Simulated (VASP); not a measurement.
Here is a VASP 6.6.1 calculation.

INCAR

```
SYSTEM = TiB2
ALGO = Normal
EDIFF = 1E-6
ENCUT = 520
ISIF = 2
ISMEAR = 0
LASPH = .TRUE.
LCHARG = .FALSE.
LREAL = .FALSE.
LWAVE = .FALSE.
NBANDS = 16
NELM = 100
PREC = Accurate
SIGMA = 0.2
```

Contents of KPOINTS:

```
k-points
0
G
  16 16 14
  0 0 0
```

POSCAR

```
TiB2
1.0
    2.9938865196      0.0000000000      0.0000000000
   -1.4969432598      2.5927817820      0.0000000000
    0.0000000000      0.0000000000      3.1595243383
Ti B
1 2
Direct
    0.0000000000      0.0000000000      0.0000000000
    0.3333333333      0.6666666667      0.5000000000
    0.6666666667      0.3333333333      0.5000000000
```

Potentials or basis: VASP PAW LDA potentials, release 64 (Ti_sv, B).

Launch:

```console
$ cat potpaw_LDA.64/Ti_sv/POTCAR potpaw_LDA.64/B/POTCAR > POTCAR
$ mpirun -np 1 vasp_std > vasp.out
```

Question: Predict the pressure.

Answer: 0.6 GPa.

Question: What does it give for the band gap on the k mesh?

Answer: Zero (bands 9 and 10 overlap by 0.64 eV).
